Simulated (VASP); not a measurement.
The system is Ag3Au.

```xyz
4
Lattice="4.1111 0.0000 0.0000 0.0000 4.1111 0.0000 0.0000 0.0000 4.1111" Properties=species:S:1:pos:R:3 pbc="T T T"
Ag    2.0555    0.0000    2.0555
Ag    0.0000    2.0555    2.0555
Ag    2.0555    2.0555    0.0000
Au    0.0000    0.0000    0.0000
```

Program: VASP 6.6.1. Alike in all runs: task single point; level LDA; potentials or basis VASP PAW LDA potentials, release 64 (Ag, Au); no spin polarisation; cell as given; cutoff (eV) 500; smearing fermi-dirac 0.02 eV.

Order these runs on this cell by their pressure, lowest first.
A. k mesh 4 × 4 × 4
B. k mesh 3 × 3 × 3
C. k mesh 2 × 2 × 2

A (-9.4 GPa), B (-6.7 GPa), C (-4.0 GPa).

Caveats: all runs use coarse meshes.
